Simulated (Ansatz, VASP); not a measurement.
## SnSe4: VASP beside Ansatz

```
Sn Se
1.0
     5.23343    0.00000    0.00000
     0.00000    5.23343    0.00000
     0.00000    0.00000    5.23343
Sn Se
1 4
Cartesian
  2.6167 2.6167 2.6167
  0.0000 0.0000 0.0000
  2.6167 2.6167 0.0000
  2.6167 0.0000 2.6167
  0.0000 2.6167 2.6167
```

Change from the starting cell: species swapped into the Ni4N type (Pm-3m, No. 221).

Alike in both runs: task relaxation of cell and atoms; functional PBE; k mesh 8 × 8 × 8; occupations gaussian, width 0.1 eV; no spin polarisation.

|  | VASP | Ansatz |
| --- | --- | --- |
| version | VASP 6.6.1 | Ansatz 0.2.0 |
| potentials or method | VASP PAW PBE potentials, release 64 (Sn_d, Se), cutoff 600 eV | scalar-relativistic, plane waves, PAW |
| valence electrons in the cell | 38 | 78 |

|  | VASP | Ansatz | Ansatz less VASP |
| --- | --- | --- | --- |
| gap on the k mesh at the Fermi level, each at its own relaxed structure (eV) | none | none | - |
| relaxed volume (Å³/atom) | 29.11 | 29.05 | -0.051 |
| relaxed cell length with the largest relative difference (Å) | 5.260 | 5.257 | -0.0031 |

A gap of «none» marks a metal or a gap that the smearing closes. VASP's potentials hold 38 valence electrons a cell and Ansatz's 78, so a difference there can come from the potentials and not from the codes.
